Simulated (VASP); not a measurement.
Mg:

```xyz
2
Lattice="3.1438 0.0000 0.0000 -1.5719 2.7226 0.0000 0.0000 0.0000 5.1039" Properties=species:S:1:pos:R:3 pbc="T T T"
Mg    1.5719    0.9075    3.8280
Mg    0.0000    1.8151    1.2760
```

Base run:

```yaml
Program: VASP 6.6.1
Functional: revPBE
Potentials_or_basis: VASP PAW PBE potentials, release 64 (Mg)
Cutoff: 520 eV
k_mesh: 10 × 10 × 5
Occupations: fermi-dirac, width 0.05 eV
Spin: no spin polarisation
```

Its results: band gap on the k mesh zero (band 2 reaches 3.62 eV, above the bottom of band 3 at 1.77 eV); pressure 2.9 GPa.

Q: The run is repeated on the same cell with these changes: functional from revPBE to PBEsol. What comes out?

A: Band gap on the k mesh zero (band 2 reaches 3.50 eV, above the bottom of band 3 at 1.62 eV); pressure 1.2 GPa.

PBEsol binds more tightly than revPBE, so the same cell stands under less pressure.

Caveats: the PAW data sets were made with another functional, which shifts forces and pressure a little.
